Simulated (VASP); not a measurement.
Ir, 8 atoms in the cell. The structure is cubic, space group Pm-3n (No. 223). Conventional cell: a = 4.866 Å, b = 4.866 Å, c = 4.866 Å, α = 90.00°, β = 90.00°, γ = 90.00°. Within 3.6 Å of Ir (site symmetry m-3) lie 12 Ir at 2.72 Å. Ir (site symmetry -4m2) has 14 Ir at 2.43 to 2.98 Å within 3.2 Å. 

* Program: VASP 6.6.1
* Task: single point
* Functional: LDA
* Potentials or basis: VASP PAW LDA potentials, release 64 (Ir)
* Cutoff: 520 eV
* k mesh: 5 × 5 × 5
* Occupations: fermi-dirac, width 0.1 eV
* Spin: no spin polarisation
* Dipole correction: no
* Further INCAR settings: ALGO = Normal; EDIFF = 1e-06; NBANDS = 46

Potentials or basis: VASP PAW LDA potentials, release 64 (Ir).

Launch:

```sh
$ cat potpaw_LDA.64/Ir/POTCAR > POTCAR
$ mpirun -np 1 vasp_std > vasp.out
```

Hardware: 1 thread of AMD EPYC 9R45 96-Core Processor (Zen 5), with other jobs on the host.

Estimate the wall time of this run.

Run time: 30 s on 1 thread of AMD EPYC 9R45 96-Core Processor (Zen 5) (shared host), peak memory 0.15 GiB. Counts: scf iterations 13, k points 10.
